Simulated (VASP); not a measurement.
# VN2 (I4/mcm) in VASP: further runs

The runs below take VN2 through single point, with PBE.

Everything below comes from runs of VASP 6.6.1. Logs are shortened: lines on timing, memory, paths and dates and some standing lists are left out, and cuts for length are marked.

### Step 1. The cell of the first run

Symmetry: I4/mcm, No. 140, tetragonal system. Conventional cell: a = 4.307 Å, b = 4.307 Å, c = 4.844 Å, α = 90.00°, β = 90.00°, γ = 90.00°. Within 2.8 Å of V (site symmetry 422) lie 8 N at 2.12 Å and 2 V at 2.42 Å. N (site symmetry m2m) has 1 N at 1.38 Å within 1.8 Å.

### Step 2. Single point, PBE (strain +0.000 along x and y, -0.025 along z)

The input, INCAR:

```
SYSTEM = VN2
  PREC = Accurate
  ENCUT = 520
  EDIFF = 1E-7
  ISMEAR = 0
  SIGMA = 0.15
  LREAL = .False.
  LASPH = .True.
  NELM = 60
  ALGO = Fast
  ISIF = 2
  LWAVE = .False.
  LCHARG = .True.
  GGA = PE
  LELF = .True.
  LVHAR = .True.
  NBANDS = 32
```

The input, KPOINTS:

```
Automatic mesh
0
Gamma
  16 16 16
  0 0 0
```

The input, POSCAR:

```
VN2
1.0
   -2.1533489894      2.1533489894      2.4221350486
    2.1533489894     -2.1533489894      2.4221350486
    2.1533489894      2.1533489894     -2.4221350486
V N
2 4
Direct
    0.2500000000      0.2500000000      0.0000000000
    0.7500000000      0.7500000000      0.0000000000
    0.1135731475      0.6135731475      0.7271462950
    0.6135731475      0.8864268525      0.5000000000
    0.8864268525      0.3864268525      0.2728537050
    0.3864268525      0.1135731475      0.5000000000
```

Potentials or basis: VASP PAW PBE potentials, release 64 (V_sv, N).

Run with:

```bash
cat potpaw_PBE.64/V_sv/POTCAR potpaw_PBE.64/N/POTCAR > POTCAR
mpirun -np 1 vasp_std > vasp.out
```

OUTCAR:

```text
SYSTEM = VN2
   PREC = Accurate
   ENCUT = 520
   EDIFF = 1E-7
   ISMEAR = 0
   LREAL = .False.
   LASPH = .True.
   NELM = 60
   ISIF = 2
   GGA = PE

 ion  position               nearest neighbor table
   1  0.250  0.250  0.000-   5 2.12   4 2.12   3 2.12   5 2.12   6 2.12   6 2.12   3 2.12   4 2.12
                             2 2.42   2 2.42
   2  0.750  0.750  0.000-   6 2.12   5 2.12   3 2.12   4 2.12   5 2.12   4 2.12   6 2.12   3 2.12
                             1 2.42   1 2.42
   3  0.114  0.614  0.727-   5 1.38   1 2.12   1 2.12   2 2.12   2 2.12
   4  0.614  0.886  0.500-   6 1.38   2 2.12   1 2.12   2 2.12   1 2.12
   5  0.886  0.386  0.273-   3 1.38   2 2.12   1 2.12   2 2.12   1 2.12
   6  0.386  0.114  0.500-   4 1.38   1 2.12   2 2.12   1 2.12   2 2.12

  LATTYP: Found a body centered tetragonal cell.
 ALAT       =     4.3066979788
 C/A-ratio  =     1.1248223398

  Lattice vectors:

 A1 = (  -2.1533489894,   2.1533489894,   2.4221350486)
 A2 = (   2.1533489894,  -2.1533489894,   2.4221350486)
 A3 = (   2.1533489894,   2.1533489894,  -2.4221350486)

Analysis of symmetry for initial positions (statically):
=====================================================================
 Subroutine PRICEL returns:
 Original cell was already a primitive cell.

 Routine SETGRP: Setting up the symmetry group for a
 body centered tetragonal supercell.

 Subroutine GETGRP returns: Found 16 space group operations
 (whereof  8 operations were pure point group operations)
 out of a pool of 16 trial point group operations.

The static configuration has the point symmetry C_4h.
 The point group associated with its full space group is D_4h.

Analysis of symmetry for dynamics (positions and initial velocities):
=====================================================================
 Subroutine PRICEL returns:
 Original cell was already a primitive cell.

 Routine SETGRP: Setting up the symmetry group for a
 body centered tetragonal supercell.

 Subroutine GETGRP returns: Found 16 space group operations
 (whereof  8 operations were pure point group operations)
 out of a pool of 16 trial point group operations.

The dynamic configuration has the point symmetry C_4h.
 The point group associated with its full space group is D_4h.

 Subroutine INISYM returns: Found 16 space group operations
 (whereof  8 operations are pure point group operations),
 and found     1 'primitive' translations

----------------------------------------------------------------------------------------

[... 99 lines left out ...]
   NELM   =     60;   NELMIN=  2; NELMDL= -5     # of ELM steps
   EDIFF  = 0.1E-06   stopping-criterion for ELM
   LREAL  =      F    real-space projection
   EDIFFG = 0.1E-05   stopping-criterion for IOM
   NSW    =      0    number of steps for IOM
   IBRION =     -1    ionic relax: 0-MD 1-quasi-New 2-CG
   NFREE  =      0    steps in history (QN), initial steepest desc. (CG)
   ISIF   =      2    stress and relaxation
   ISYM   =      2    0-nonsym 1-usesym 2-fastsym
   POTIM  = 0.5000    time-step for ionic-motion
   TEBEG  =    0.0;   TEEND  =   0.0 temperature during run
   PSTRESS=    0.0 pullay stress
   NELECT =      46.0000    total number of electrons
   NUPDOWN=      -1.0000    fix difference up-down
   EMIN   =  10.00;   EMAX   =-10.00  energy-range for DOS
   EFERMI =   0.00;   METHOD = LEGACY
   ISMEAR =     0;   SIGMA  =   0.15  broadening in eV -4-tet -1-fermi 0-gaus
   EFERMI_NEDOS =   21; number of points for ismear=-14 and -15
   IALGO  =     68    algorithm
   IMIX   =      4    mixing-type and parameters
     AMIX     =   0.40;   BMIX     =  1.00
     AMIX_MAG =   1.60;   BMIX_MAG =  1.00
  volume/ion in A,a.u.               =       7.49        50.53
  Fermi-wavevector in a.u.,A,eV,Ry     =   1.650055  3.118152 37.044324  2.722681
  Thomas-Fermi vector in A             =   2.739070
   LORBIT       =      0    0 simple, 1 ext, 2 COOP (PROOUT), +10 PAW based schemes
   GGA     = PE    functional components
   LHFCALC =     F    Hartree Fock is set to
   AEXX    =    0.0000 exact exchange contribution
   IVDW    =     0    specifies the selected vdW correction
   LEPSILON=     F    determine dielectric tensor
   LRPA    =     F    only Hartree local field effects (RPA)
 non-spin polarized calculation
 RMM-DIIS sequential band-by-band and
 Gauss-broadening in eV      SIGMA  =   0.15
  energy-cutoff  :      520.00
  volume of cell :       44.92
 maximum number of plane-waves:      1230
 NGX is ok and might be reduce to    30
   NGX = 15   NGY = 15   NGZ = 15

 number of electron      45.9999995 magnetization

 Free energy of the ion-electron system (eV)
  ---------------------------------------------------
  ext. energy  EPLUGINS =         0.00000000
  ---------------------------------------------------
  free energy    TOTEN  =       -53.29554277 eV

  energy without entropy =      -53.27352912  energy(sigma->0) =      -53.28453594

 E-fermi :  11.8114     XC(G=0): -13.8140

 val. band max:       11.8101587894   @ k =   0.4375   0.0625  -0.0000
 cond. band min:      11.8119607892   @ k =  -0.0625   0.5000   0.0625
 fundamental gap:      0.0018019998
 Fermi energy:        11.8113597846

 k-point     1 :       0.0000    0.0000    0.0000
  band No.  band energies     occupation
      1     -53.7891      2.00000
      2     -53.5817      2.00000
      3     -27.9748      2.00000
      4     -27.6401      2.00000
      5     -27.6401      2.00000
      6     -27.6158      2.00000
[... 829 lines left out ...]
     31      14.1936      0.00000
     32      16.4050      0.00000

 [... further k-points ...]
[... 5 lines left out ...]
  --------------------------------------------------------------------------------------
  -------------------------------------------------------------------------------------
  Total        1.2426209      1.2426209      4.9231866      0.0000000     -0.0000000      0.0000000
  in kB       44.3161544     44.3161544    175.5778364      0.0000000     -0.0000000      0.0000000
  external PRESSURE =      88.0700484 kB  Pullay stress =       0.0000000 kB

 VOLUME and BASIS-vectors are now :
 -----------------------------------------------------------------------------
  energy-cutoff  :      520.00
  volume of cell :       44.92
      direct lattice vectors                 reciprocal lattice vectors
    -2.153348989  2.153348989  2.422135049     0.000000000  0.232196454  0.206429448
     2.153348989 -2.153348989  2.422135049     0.232196454  0.000000000  0.206429448
     2.153348989  2.153348989 -2.422135049     0.232196454  0.232196454  0.000000000

 POSITION                                       TOTAL-FORCE (eV/Angst)
 -----------------------------------------------------------------------------------
      0.00000      0.00000      1.21107        -0.000000     -0.000000      0.000000
      0.00000      0.00000      3.63320        -0.000000     -0.000000      0.000000
      2.64247      0.48913      0.00000         0.105016      0.105016      0.000000
      1.66422      0.48913      2.42214        -0.105016      0.105016      0.000000
     -0.48913      1.66422      2.42214        -0.105016     -0.105016     -0.000000
      0.48913      1.66422      0.00000         0.105016     -0.105016      0.000000
 -----------------------------------------------------------------------------------
    total drift:                                0.000000     -0.000000      0.000000

  FREE ENERGIE OF THE ION-ELECTRON SYSTEM (eV)
  ---------------------------------------------------
  free  energy   TOTEN  =       -53.2955427698 eV

  energy  without entropy=      -53.2735291163  energy(sigma->0) =      -53.28453594
```

OSZICAR:

```text
N       E                     dE             d eps       ncg     rms          rms(c)
DAV:   1     0.577391744750E+03    0.57739E+03   -0.26405E+04 22384   0.164E+03
DAV:   2    -0.225684795300E+02   -0.59996E+03   -0.55725E+03 24944   0.516E+02
DAV:   3    -0.644172183824E+02   -0.41849E+02   -0.40735E+02 24744   0.144E+02
DAV:   4    -0.653414086693E+02   -0.92419E+00   -0.91750E+00 29024   0.200E+01
DAV:   5    -0.653556893616E+02   -0.14281E-01   -0.14269E-01 25088   0.232E+00    0.434E+01
RMM:   6    -0.596924354815E+02    0.56633E+01   -0.64049E+01 25574   0.511E+01    0.221E+01
RMM:   7    -0.540685081119E+02    0.56239E+01   -0.11979E+01 22347   0.274E+01    0.168E+01
RMM:   8    -0.533402613513E+02    0.72825E+00   -0.21992E+00 25170   0.103E+01    0.276E+00
RMM:   9    -0.532906571770E+02    0.49604E-01   -0.43689E-01 28243   0.366E+00    0.856E-01
RMM:  10    -0.532952532555E+02   -0.45961E-02   -0.76749E-02 31158   0.149E+00    0.339E-01
RMM:  11    -0.532952751540E+02   -0.21899E-04   -0.14063E-02 28355   0.753E-01    0.167E-01
RMM:  12    -0.532955148440E+02   -0.23969E-03   -0.35326E-03 29934   0.344E-01    0.122E-01
RMM:  13    -0.532955381908E+02   -0.23347E-04   -0.70882E-04 32188   0.154E-01    0.354E-02
RMM:  14    -0.532955423012E+02   -0.41104E-05   -0.79410E-05 30313   0.591E-02    0.185E-02
RMM:  15    -0.532955425382E+02   -0.23704E-06   -0.13620E-05 31050   0.269E-02    0.619E-03
RMM:  16    -0.532955426818E+02   -0.14361E-06   -0.27637E-06 28467   0.112E-02    0.832E-04
RMM:  17    -0.532955427698E+02   -0.87944E-07   -0.35736E-07 19986   0.394E-03
   1 F= -.53295543E+02 E0= -.53284536E+02  d E =-.220137E-01
```

Run time: 19 min. Hardware: 1 thread of AMD EPYC 9755, shared host; peak memory 0.43 GiB.

Results:

| Quantity | Value |
| --- | --- |
| Free energy | -53.2955 eV |
| Pressure | 8.8 GPa |
| Largest force | 0.149 eV/Å |
| Band gap on the k mesh | zero (bands 23 and 24 overlap by 0.45 eV) |

Forces in eV/Å, atoms in the order of the input:
```
V    0.000  0.000  0.000
V    0.000  0.000  0.000
N    0.105  0.105  0.000
N   -0.105  0.105  0.000
N   -0.105 -0.105  0.000
N    0.105 -0.105  0.000
```

Levels at points of the mesh, in eV from the Fermi level:
| k point | band 21 | band 22 | band 23 | band 24 | band 25 | band 26 |
| --- | --- | --- | --- | --- | --- | --- |
| (0.00, 0.00, 0.00) | -2.90 | -2.59 | -2.59 | 0.78 | 1.11 | 1.11 |
| (0.50, 0.00, 0.00) | -3.13 | -3.13 | 0.15 | 0.15 | 0.78 | 0.78 |
| (0.50, 0.50, 0.00) | -2.82 | -2.76 | -1.42 | -0.04 | 1.00 | 1.14 |
| (0.50, 0.50, 0.50) | -1.91 | -0.44 | -0.36 | 0.03 | 0.07 | 0.08 |

Caveat: the cell differs from its parent crystal (strain +0.000 along x and y, -0.025 along z); the stress differs along the axes, from 4 to 18 GPa; the run has no spin polarisation, though such a crystal can be magnetic.

[end of part 1 of 2]
